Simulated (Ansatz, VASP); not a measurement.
# One calculation of Al2O3, two programs

The input INCAR:

```
SYSTEM = Al2O3
PREC = Accurate
ENCUT = 520
EDIFF = 1E-6
ISMEAR = 0
SIGMA = 0.01
LREAL = .False.
LASPH = .True.
NELM = 100
ALGO = Normal
ISIF = 2
LWAVE = .False.
LCHARG = .False.
GGA = PE
NBANDS = 35
```

The input KPOINTS:

```
Automatic mesh
0
Gamma
  6 6 6
  0 0 0
```

The input POSCAR:

```
Al2O3
1.0
    2.4281617443      1.4018998367      4.4178130934
   -2.4281617443      1.4018998367      4.4178130934
    0.0000000000     -2.8037996734      4.4178130934
Al O
4 6
Direct
    0.3521453521      0.3521453521      0.3521453521
    0.1478546479      0.1478546479      0.1478546479
    0.6478546479      0.6478546479      0.6478546479
    0.8521453521      0.8521453521      0.8521453521
    0.5561715153      0.9438284847      0.2500000000
    0.2500000000      0.5561715153      0.9438284847
    0.9438284847      0.2500000000      0.5561715153
    0.4438284847      0.0561715153      0.7500000000
    0.7500000000      0.4438284847      0.0561715153
    0.0561715153      0.7500000000      0.4438284847
```

Input for Ansatz:

```yaml
crystal:
  lattice:
    - [2.4281617443, 1.4018998367, 4.4178130934]
    - [-2.4281617443, 1.4018998367, 4.4178130934]
    - [0.0, -2.8037996734, 4.4178130934]
  atoms:
    - { symbol: Al, position: [0.3521453521, 0.3521453521, 0.3521453521] }
    - { symbol: Al, position: [0.1478546479, 0.1478546479, 0.1478546479] }
    - { symbol: Al, position: [0.6478546479, 0.6478546479, 0.6478546479] }
    - { symbol: Al, position: [0.8521453521, 0.8521453521, 0.8521453521] }
    - { symbol: O, position: [0.5561715153, 0.9438284847, 0.25] }
    - { symbol: O, position: [0.25, 0.5561715153, 0.9438284847] }
    - { symbol: O, position: [0.9438284847, 0.25, 0.5561715153] }
    - { symbol: O, position: [0.4438284847, 0.0561715153, 0.75] }
    - { symbol: O, position: [0.75, 0.4438284847, 0.0561715153] }
    - { symbol: O, position: [0.0561715153, 0.75, 0.4438284847] }
kpoints:
  mp_grid: { grid: [6, 6, 6] }
hamiltonian:
  xc: pbe
scf:
  occupations: { method: fixed }
  n_extra_bands: 6
output:
  forces: true
  stress: true
  eigenvalues: true
```

Alike in both runs: task single point; functional PBE; k mesh 6 × 6 × 6; no spin polarisation.

|  | VASP | Ansatz |
| --- | --- | --- |
| version | VASP 6.6.1 | Ansatz 0.2.0 |
| potentials or method | VASP PAW PBE potentials, release 64 (Al, O) | plane waves, PAW |
| plane-wave cutoff (eV) | 520 | 420 |
| occupations | gaussian, width 0.01 eV | fixed |
| valence electrons in the cell | 48 | 48 |

|  | VASP | Ansatz | Ansatz less VASP |
| --- | --- | --- | --- |
| gap on the k mesh at the Fermi level (eV) | 5.49 | 5.49 | +0.005 |
| pressure (GPa) | -6.6 | -6.4 | +0.17 |
| traceless stress, the component that is largest in VASP (GPa) | 0.30 | 0.31 | +0.018 |
| rms of the force components (eV/Å) | 0.014 | 0.013 | -0.0010 |

Atom by atom the forces differ by 0.002 eV/Å (rms over components).
